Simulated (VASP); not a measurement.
Write the native input for VASP 6.6.1 that does the following.

```yaml
Task: relaxation of cell and atoms
Functional: PBE
Potentials_or_basis: VASP PAW PBE potentials, release 64 (Co, Si)
Cutoff: 600 eV
k_mesh: 16 × 16 × 16
Occupations: fermi-dirac, width 0.08 eV
Spin: no spin polarisation
Target_pressure: 68 GPa
Dipole_correction: no
Further_INCAR_settings: ALGO = Normal; EDIFF = 1e-06; IBRION = 2; EDIFFG = -0.005; NSW = 60; ISIF = 3
```

The structure of CoSi (rocksalt type) lies in POSCAR:

```
CoSi
1.0
    0.0000000000      2.1464766656      2.1464766656
    2.1464766656      0.0000000000      2.1464766656
    2.1464766656      2.1464766656      0.0000000000
Co Si
1 1
Direct
    0.0000000000      0.0000000000      0.0000000000
    0.5000000000      0.5000000000      0.5000000000
```

The input as run:

INCAR

```
PREC = Accurate ; ENCUT = 600
EDIFF = 1E-6 ; ISMEAR = -1
SIGMA = 0.08 ; LREAL = False
LASPH = True ; NELM = 100
ALGO = Normal ; ISIF = 3
LWAVE = False ; LCHARG = False
GGA = PE ; IBRION = 2
NSW = 60 ; EDIFFG = -0.005
PSTRESS = 680.0
```

KPOINTS

```
Automatic mesh
0
Gamma
  16 16 16
```

Potentials or basis: VASP PAW PBE potentials, release 64 (Co, Si).

Launch:

```console
$ cat potpaw_PBE.64/Co/POTCAR potpaw_PBE.64/Si/POTCAR > POTCAR
$ mpirun -np 1 vasp_std > vasp.out
```

Results of the run:

The relaxed volume is 9.91 Å³/atom and the relaxed cell is a = 3.038 Å, b = 3.038 Å, c = 3.038 Å, α = 60.00°, β = 60.00°, γ = 60.00°. The space group after relaxing (to 0.1 Å) is Fm-3m (No. 225), the energy change on relaxing (the run minimises the enthalpy) is -8.2 meV/atom and the ionic steps are 3. The pressure after relaxing is 68.1 GPa. The band gap on the k mesh is zero (an odd number of electrons rules out a gap without spin polarisation).

Caveat: the cell is relaxed towards a set pressure, so the run minimises the enthalpy, not the energy; the run has no spin polarisation, though such a crystal can be magnetic.

Wall time 55 s on 1 thread of Intel(R) Xeon(R) Platinum 8175M CPU @ 2.50GHz (Skylake/Cascade Lake) (shared host), peak memory 0.17 GiB.
